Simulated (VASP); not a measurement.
Write the native input for VASP 6.6.1 that does the following.

```
Task                   : single point
Functional             : PBE
Potentials or basis    : VASP PAW PBE potentials, release 64 (W_sv, Se)
Cutoff                 : 520 eV
k mesh                 : 6 × 6 × 6
Occupations            : gaussian, width 0.1 eV
Spin                   : no spin polarisation
Dipole correction      : no
Further INCAR settings : ALGO = Normal; EDIFF = 1e-06; NBANDS = 32
```

The structure of W3Se lies in POSCAR:

```
W3Se
1.0
   -1.8887362329      1.8887362329      4.5557362120
    1.8887362329     -1.8887362329      4.5557362120
    1.8887362329      1.8887362329     -4.5557362120
W Se
3 1
Direct
    0.5000000000      0.5000000000      0.0000000000
    0.2500000000      0.7500000000      0.5000000000
    0.7500000000      0.2500000000      0.5000000000
    0.0000000000      0.0000000000      0.0000000000
```

The input as run:

INCAR

```
  PREC = Accurate
  ENCUT = 520
  EDIFF = 1E-6
  ISMEAR = 0
  SIGMA = 0.1
  LREAL = F
  LASPH = T
  NELM = 60
  ALGO = Normal
  ISIF = 2
  LWAVE = F
  LCHARG = F
  GGA = PE
  NBANDS = 32
```

KPOINTS

```
regular mesh
0
Gamma
  6 6 6
```

Potentials or basis: VASP PAW PBE potentials, release 64 (W_sv, Se).

Run with:

```sh
$ cat potpaw_PBE.64/W_sv/POTCAR potpaw_PBE.64/Se/POTCAR > POTCAR
$ mpirun -np 1 vasp_std > vasp.out
```

It gave:

```yaml
Pressure: 0.4 GPa
Band_gap_on_the_k_mesh: zero (band 24 reaches 11.12 eV, above the bottom of band 25 at 10.54 eV)
```

Caveat: the k points lie up to 0.39 Å⁻¹ apart; spin-orbit coupling is left out, which moves the levels of the heavy elements.

Wall time 2.9 min on 1 thread of AMD EPYC 7R13 (shared host), peak memory 0.23 GiB.
